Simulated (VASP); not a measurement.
# Mg (P6_3/mmc) in VASP: further runs

Mg is run at these levels: LDA; tasks: single point, relaxation of cell and atoms.

All numbers are computed with VASP 6.6.1; they aren't measurements. Logs are shortened: lines on timing, memory, paths and dates and some standing lists are left out, and cuts for length are marked.

## (1) The cell of the first run

It takes space group P6_3/mmc (No. 194, hexagonal). The conventional cell has a = 3.209 Å, b = 3.209 Å, c = 5.210 Å, α = 90.00°, β = 90.00°, γ = 120.00°. Mg (site symmetry -6m2) has 12 Mg at 3.20 to 3.21 Å within 4.2 Å.

## (2) Single point, LDA

Contents of INCAR:

```
SYSTEM = Mg
PREC = Accurate ; ENCUT = 520
EDIFF = 1E-6 ; ISMEAR = 0
SIGMA = 0.1 ; LREAL = .FALSE.
LASPH = .TRUE. ; NELM = 60
ALGO = Normal ; ISIF = 2
LWAVE = .FALSE. ; LCHARG = .FALSE.
GGA = CA ; NBANDS = 9
```

Contents of KPOINTS:

```
regular mesh
0
G
  6 6 4
  0 0 0
```

Contents of POSCAR:

```
Mg
1.0
    3.2093000000      0.0000000000      0.0000000000
   -1.6046500000      2.7793353300      0.0000000000
    0.0000000000      0.0000000000      5.2103000000
Mg
2
Direct
    0.3333333300      0.6666666700      0.2500000000
    0.6666666700      0.3333333300      0.7500000000
```

Potentials or basis: VASP PAW LDA potentials, release 64 (Mg).

Command:

```bash
> cat potpaw_LDA.64/Mg/POTCAR > POTCAR
> mpirun -np 1 vasp_std > vasp.out
```

OUTCAR:

```text
SYSTEM = Mg
   PREC = Accurate
   ENCUT = 520
   EDIFF = 1E-6
   ISMEAR = 0
   LREAL = .FALSE.
   LASPH = .TRUE.
   NELM = 60
   ISIF = 2
   GGA = CA

 ion  position               nearest neighbor table
   1  0.333  0.667  0.250-   2 3.20   2 3.20   2 3.20   2 3.20   2 3.20   2 3.20
   2  0.667  0.333  0.750-   1 3.20   1 3.20   1 3.20   1 3.20   1 3.20   1 3.20

  LATTYP: Found a hexagonal cell.
 ALAT       =     3.2093000000
 C/A-ratio  =     1.6235004518

  Lattice vectors:

 A1 = (   3.2093000000,   0.0000000000,   0.0000000000)
 A2 = (  -1.6046500000,   2.7793353300,   0.0000000000)
 A3 = (   0.0000000000,   0.0000000000,   5.2103000000)

Analysis of symmetry for initial positions (statically):
=====================================================================
 Subroutine PRICEL returns:
 Original cell was already a primitive cell.

 Routine SETGRP: Setting up the symmetry group for a
 hexagonal supercell.

 Subroutine GETGRP returns: Found 24 space group operations
 (whereof 12 operations were pure point group operations)
 out of a pool of 24 trial point group operations.

The static configuration has the point symmetry D_3d.
 The point group associated with its full space group is D_6h.

Analysis of symmetry for dynamics (positions and initial velocities):
=====================================================================
 Subroutine PRICEL returns:
 Original cell was already a primitive cell.

 Routine SETGRP: Setting up the symmetry group for a
 hexagonal supercell.

 Subroutine GETGRP returns: Found 24 space group operations
 (whereof 12 operations were pure point group operations)
 out of a pool of 24 trial point group operations.

The dynamic configuration has the point symmetry D_3d.
 The point group associated with its full space group is D_6h.

 Subroutine INISYM returns: Found 24 space group operations
 (whereof 12 operations are pure point group operations),
 and found     1 'primitive' translations

----------------------------------------------------------------------------------------

                                     Primitive cell

  volume of cell :      46.4744

  direct lattice vectors                    reciprocal lattice vectors
     3.209300000  0.000000000  0.000000000     0.311594429  0.179899127  0.000000000
    -1.604650000  2.779335330  0.000000000     0.000000000  0.359798254  0.000000000
     0.000000000  0.000000000  5.210300000     0.000000000  0.000000000  0.191927528

  length of vectors
     3.209300000  3.209300001  5.210300000     0.359798255  0.359798254  0.191927528

  position of ions in fractional coordinates (direct lattice)
     0.333333330  0.666666670  0.250000000
     0.666666670  0.333333330  0.750000000

  ion indices of the primitive-cell ions
   primitive index   ion index
                 1           1
                 2           2

----------------------------------------------------------------------------------------

 KPOINTS: regular mesh

Automatic generation of k-mesh.
 Grid dimensions read from file:
 generate k-points for:    6    6    4

 Generating k-lattice:

  Cartesian coordinates                     Fractional coordinates (reciprocal lattice)
     0.051932405  0.029983188  0.000000000     0.166666667 -0.000000000  0.000000000
     0.000000000  0.059966376  0.000000000     0.000000000  0.166666667  0.000000000
     0.000000000  0.000000000  0.047981882     0.000000000  0.000000000  0.250000000

  Length of vectors
     0.059966376  0.059966376  0.047981882

  Shift w.r.t. Gamma in fractional coordinates (k-lattice)
     0.000000000  0.000000000  0.000000000

 Subroutine IBZKPT returns following result:
 ===========================================

 Found     21 irreducible k-points:

 Following reciprocal coordinates:
            Coordinates               Weight
  0.000000  0.000000  0.000000      1.000000
  0.166667  0.000000  0.000000      6.000000
  0.333333  0.000000  0.000000      6.000000
  0.500000 -0.000000  0.000000      3.000000
  0.166667  0.166667  0.000000      6.000000
  0.333333  0.166667  0.000000     12.000000
[... 13 lines left out ...]
  0.333333  0.166667  0.500000     12.000000
  0.333333  0.333333  0.500000      2.000000
   k-points           NKPTS =     21   k-points in BZ     NKDIM =     21   number of bands    NBANDS=      9
   number of dos      NEDOS =    301   number of ions     NIONS =      2
   total plane-waves  NPLWV =  23040
   dimension x,y,z NGX =    24 NGY =   24 NGZ =   40
   dimension x,y,z NGXF=    48 NGYF=   48 NGZF=   80
   ions per type =               2
   NGX,Y,Z   is equivalent  to a cutoff of  12.43, 12.43, 12.76 a.u.
   NGXF,Y,Z  is equivalent  to a cutoff of  24.86, 24.86, 25.53 a.u.
 SYSTEM =  Mg
   PREC   = accura    normal or accurate (medium, high low for compatibility)
   ISTART =      0    job   : 0-new  1-cont  2-samecut
   ICHARG =      2    charge: 1-file 2-atom 10-const
   ISPIN  =      1    spin polarized calculation?
   LNONCOLLINEAR =      F non collinear calculations
   LSORBIT =      F    spin-orbit coupling
   LASPH  =      T    aspherical Exc in radial PAW
   ENCUT  =  520.0 eV  38.22 Ry    6.18 a.u.   5.97  5.97  9.69*2*pi/ulx,y,z
   NELM   =     60;   NELMIN=  2; NELMDL= -5     # of ELM steps
   EDIFF  = 0.1E-05   stopping-criterion for ELM
   LREAL  =      F    real-space projection
   EDIFFG = 0.1E-04   stopping-criterion for IOM
   NSW    =      0    number of steps for IOM
   IBRION =     -1    ionic relax: 0-MD 1-quasi-New 2-CG
   NFREE  =      0    steps in history (QN), initial steepest desc. (CG)
   ISIF   =      2    stress and relaxation
   ISYM   =      2    0-nonsym 1-usesym 2-fastsym
   POTIM  = 0.5000    time-step for ionic-motion
   TEBEG  =    0.0;   TEEND  =   0.0 temperature during run
   PSTRESS=    0.0 pullay stress
   NELECT =       4.0000    total number of electrons
   NUPDOWN=      -1.0000    fix difference up-down
   EMIN   =  10.00;   EMAX   =-10.00  energy-range for DOS
   EFERMI =   0.00;   METHOD = LEGACY
   ISMEAR =     0;   SIGMA  =   0.10  broadening in eV -4-tet -1-fermi 0-gaus
   EFERMI_NEDOS =   21; number of points for ismear=-14 and -15
   IALGO  =     38    algorithm
   IMIX   =      4    mixing-type and parameters
     AMIX     =   0.40;   BMIX     =  1.00
     AMIX_MAG =   1.60;   BMIX_MAG =  1.00
  volume/ion in A,a.u.               =      23.24       156.81
  Fermi-wavevector in a.u.,A,eV,Ry     =   0.722809  1.365911  7.108401  0.522453
  Thomas-Fermi vector in A             =   1.812866
   LORBIT       =      0    0 simple, 1 ext, 2 COOP (PROOUT), +10 PAW based schemes
   GGA     = CA    functional components
   LHFCALC =     F    Hartree Fock is set to
   AEXX    =    0.0000 exact exchange contribution
   IVDW    =     0    specifies the selected vdW correction
   LEPSILON=     F    determine dielectric tensor
   LRPA    =     F    only Hartree local field effects (RPA)
 non-spin polarized calculation
 Gauss-broadening in eV      SIGMA  =   0.10
  energy-cutoff  :      520.00
  volume of cell :       46.47
 maximum number of plane-waves:      1272
 NGX is ok and might be reduce to    24
   NGX = 11   NGY = 11   NGZ = 19

 number of electron       4.0000000 magnetization

 Free energy of the ion-electron system (eV)
  ---------------------------------------------------
  ext. energy  EPLUGINS =         0.00000000
  ---------------------------------------------------
  free energy    TOTEN  =        -3.52374596 eV

  energy without entropy =       -3.51624818  energy(sigma->0) =       -3.51999707

 E-fermi :   2.2829     XC(G=0):  -8.6410

 val. band max:        2.2630519685   @ k =   0.1667   0.1667   0.0000
 cond. band min:       2.2892862698   @ k =   0.3333   0.1667   0.0000
 fundamental gap:      0.0262343013
 Fermi energy:         2.2829027879

 k-point     1 :       0.0000    0.0000    0.0000
  band No.  band energies     occupation
      1      -4.4604      2.00000
      2       0.7782      2.00000
      3       1.1286      2.00000
      4      13.2339      0.00000
      5      13.2339      0.00000
      6      13.2484      0.00000
      7      13.2484      0.00000
      8      14.1574      0.00000
      9      15.6671      0.00000

 k-point     2 :       0.1667    0.0000    0.0000
  band No.  band energies     occupation
      1      -3.9201      2.00000
      2       1.2728      2.00000
      3       1.6531      2.00000
      4       8.4633      0.00000
      5      10.9664      0.00000
      6      11.6724      0.00000
      7      13.1792      0.00000
      8      13.8961      0.00000
      9      15.5804      0.00000

 k-point     3 :       0.3333    0.0000    0.0000
  band No.  band energies     occupation
      1      -2.3172      2.00000
      2       2.7584      0.00000
      3       2.9822      0.00000
      4       4.2234      0.00000
      5       8.7546      0.00000
      6       8.9026      0.00000
      7       9.6062      0.00000
      8      11.2222      0.00000
      9      14.0621      0.00000

 k-point     4 :       0.5000   -0.0000    0.0000
  band No.  band energies     occupation
      1       0.2711      2.00000
      2       0.3111      2.00000
      3       5.0442      0.00000
      4       5.4685      0.00000
      5       5.6041      0.00000
      6       6.0298      0.00000
      7       9.1547      0.00000
      8      10.4724      0.00000
      9      13.5464      0.00000
[... 169 lines left out ...]
 k-point    19 :       0.1667    0.1667    0.5000
  band No.  band energies     occupation
      1      -1.4931      2.00000
      2      -1.4931      2.00000
      3       7.3239      0.00000
      4       7.3239      0.00000
      5       7.7154      0.00000
      6       7.7154      0.00000
      7       9.5251      0.00000
      8       9.5251      0.00000
      9      16.3865      0.00000

 k-point    20 :       0.3333    0.1667    0.5000
  band No.  band energies     occupation
      1       0.5740      2.00000
      2       0.5740      2.00000
      3       3.6819      0.00000
      4       3.6819      0.00000
      5       6.7499      0.00000
      6       6.7499      0.00000
      7      11.1033      0.00000
      8      11.1033      0.00000
      9      13.8248      0.00000

 k-point    21 :       0.3333    0.3333    0.5000
  band No.  band energies     occupation
      1       2.6266      0.00000
      2       2.6266      0.00000
      3       3.1190      0.00000
      4       3.1190      0.00000
      5       3.8463      0.00000
      6       3.8463      0.00000
      7      13.0690      0.00000
      8      13.0690      0.00000
      9      13.4589      0.00000

------------------------ aborting loop because EDIFF is reached ----------------------------------------

  FORCE on cell =-STRESS in cart. coord.  units (eV):
  Direction    XX          YY          ZZ          XY          YZ          ZX
  --------------------------------------------------------------------------------------
  -------------------------------------------------------------------------------------
  Total       -0.7986393     -0.7986393     -0.8379144      0.0000000      0.0000000      0.0000000
  in kB      -27.5326029    -27.5326029    -28.8865866      0.0000000      0.0000000      0.0000000
  external PRESSURE =     -27.9839308 kB  Pullay stress =       0.0000000 kB

 VOLUME and BASIS-vectors are now :
 -----------------------------------------------------------------------------
  energy-cutoff  :      520.00
  volume of cell :       46.47
      direct lattice vectors                 reciprocal lattice vectors
     3.209300000  0.000000000  0.000000000     0.311594429  0.179899127  0.000000000
    -1.604650000  2.779335330  0.000000000     0.000000000  0.359798254  0.000000000
     0.000000000  0.000000000  5.210300000     0.000000000  0.000000000  0.191927528

 POSITION                                       TOTAL-FORCE (eV/Angst)
 -----------------------------------------------------------------------------------
     -0.00000      1.85289      1.30258        -0.000000      0.000000      0.000000
      1.60465      0.92645      3.90773         0.000000      0.000000      0.000000
 -----------------------------------------------------------------------------------
    total drift:                                0.000000     -0.000000      0.000000

  FREE ENERGIE OF THE ION-ELECTRON SYSTEM (eV)
  ---------------------------------------------------
  free  energy   TOTEN  =        -3.5237459598 eV

  energy  without entropy=       -3.5162481827  energy(sigma->0) =       -3.51999707
```

Wall time 2.9 s (1 thread of Intel Xeon 6975P-C (Granite Rapids), shared host); peak memory 0.13 GiB.

Results:

```
Free energy            : -3.5237 eV
Pressure               : -2.8 GPa
Band gap on the k mesh : zero (bands 2 and 3 overlap by 1.63 eV)
```

Caveat: the k points lie up to 0.38 Å⁻¹ apart, too coarse for converged energies and pressures of a metal.

## (3) Single point, LDA

This run uses another cell than the first one, of 21.60 Å³/atom.

Contents of INCAR:

```
SYSTEM = Mg
  ALGO = Normal
  EDIFF = 1E-7
  ENCUT = 520
  GGA = CA
  ISIF = 2
  ISMEAR = 0
  LASPH = .TRUE.
  LCHARG = .TRUE.
  LELF = .TRUE.
  LREAL = .FALSE.
  LVHAR = .TRUE.
  LWAVE = .FALSE.
  NBANDS = 9
  NELM = 60
  PREC = Accurate
  SIGMA = 0.1
```

Contents of KPOINTS:

```
k-points
0
G
  15 15 8
  0 0 0
```

Contents of POSCAR:

```
Mg
1.0
    3.1465729441      0.0000000000      0.0000000000
   -1.5732864721      2.7250121045      0.0000000000
    0.0000000000      0.0000000000      5.0386890199
Mg
2
Direct
    0.3333333333      0.6666666667      0.2500000000
    0.6666666667      0.3333333333      0.7500000000
```

Potentials or basis: VASP PAW LDA potentials, release 64 (Mg).

Command:

```bash
> cat potpaw_LDA.64/Mg/POTCAR > POTCAR
> mpirun -np 1 vasp_std > vasp.out
```

It took 12 s on 1 thread of Intel Xeon 6975P-C (Granite Rapids), shared host; peak memory 0.18 GiB.

Results (log left out):

```yaml
Free_energy: -3.6229 eV
Pressure: -0.3 GPa
Band_gap_on_the_k_mesh: zero (bands 2 and 3 overlap by 2.05 eV)
```

Levels at points of the mesh, in eV from the Fermi level:
| k point | band 1 | band 2 | band 3 | band 4 | band 5 | band 6 |
| --- | --- | --- | --- | --- | --- | --- |
| (0.00, 0.00, 0.00) | -7.18 | -1.67 | -1.14 | 11.11 | 11.11 | 11.24 |
| (0.00, 0.00, 0.50) | -5.71 | -5.71 | 5.42 | 5.42 | 11.87 | 11.87 |

## (4) Relaxation of cell and atoms, LDA

Contents of INCAR:

```
  PREC = Accurate
  ENCUT = 600
  EDIFF = 1E-7
  ISMEAR = 0
  SIGMA = 0.1
  LREAL = False
  LASPH = True
  NELM = 100
  ALGO = Normal
  ISIF = 3
  LWAVE = False
  LCHARG = False
  GGA = CA
  IBRION = 2
  NSW = 100
  EDIFFG = -0.002
```

Contents of KPOINTS:

```
Automatic mesh
0
Gamma
  15 15 8
```

Contents of POSCAR:

```
Mg
1.0
    3.2093000000      0.0000000000      0.0000000000
   -1.6046500000      2.7793353300      0.0000000000
    0.0000000000      0.0000000000      5.2103000000
Mg
2
Direct
    0.3333333300      0.6666666700      0.2500000000
    0.6666666700      0.3333333300      0.7500000000
```

Command:

```bash
> cat potpaw_LDA.64/Mg/POTCAR > POTCAR
> mpirun -np 1 vasp_std > vasp.out
```

Wall time 56 s (1 thread of Intel Xeon 6975P-C (Granite Rapids), shared host); peak memory 0.19 GiB.

It converged, with:

| Item | Value |
| --- | --- |
| Free energy | -3.6234 eV |
| Relaxed volume | 21.43 Å³/atom |
| Relaxed cell | a = 3.138 Å, b = 3.138 Å, c = 5.025 Å, α = 90.00°, β = 90.00°, γ = 120.00° |
| Space group after relaxing (to 0.1 Å) | P6_3/mmc (No. 194) |
| Energy gained by relaxing | 17.6 meV/atom |
| Ionic steps | 8 |
| Pressure after relaxing | 0.0 GPa |
| Band gap on the k mesh | zero (bands 2 and 3 overlap by 2.05 eV) |

Step by step:
```
step  energy change (eV)  largest force (eV/Å)  pressure (GPa)  volume (Å³)
   1              0.0000                0.0000           -2.81        46.47
   2             -0.0322                0.0000           -0.85        43.79
   3             -0.0349                0.0000           -0.02        42.87
   4             -0.0349                0.0000            0.04        42.80
   5             -0.0351                0.0000            0.04        42.81
   6             -0.0351                0.0000            0.03        42.82
   7             -0.0351                0.0000            0.03        42.82
   8             -0.0351                0.0000            0.00        42.85
```

Final structure:
```xyz
2
Lattice="3.1382 0.0000 0.0000 -1.5691 2.7177 0.0000 0.0000 0.0000 5.0247" Properties=species:S:1:pos:R:3 pbc="T T T"
Mg    0.0000    1.8118    1.2562
Mg    1.5691    0.9059    3.7685
```

Levels at points of the mesh, in eV from the Fermi level:
```
           k point  band 1  band 2  band 3  band 4  band 5
(0.00, 0.00, 0.00)   -7.22   -1.68   -1.13   11.15   11.15
(0.00, 0.00, 0.50)   -5.74   -5.74    5.45    5.45   11.92
```

## (5) Summary

```csv
task,cell,k mesh,cutoff (eV),gap on the mesh (eV),pressure (GPa)
single point,"a = 3.209, b = 3.209, c = 5.210 Å, angles 90.0, 90.0, 120.0°, 2 atoms",6 × 6 × 4,520,none,-2.8
single point,"a = 3.147, b = 3.147, c = 5.039 Å, angles 90.0, 90.0, 120.0°, 2 atoms",15 × 15 × 8,520,none,-0.3
relaxation of cell and atoms,"relaxed from a = 3.209, b = 3.209, c = 5.210 Å, angles 90.0, 90.0, 120.0°, 2 atoms",15 × 15 × 8,600,none,0.0
```

Alike in all rows: level LDA; potentials or basis VASP PAW LDA potentials, release 64 (Mg); no spin polarisation; smearing gaussian 0.1 eV.

Caveats: some runs use coarse meshes.

Total energies depend on the potentials used, so only differences within one code and one set of settings carry meaning.
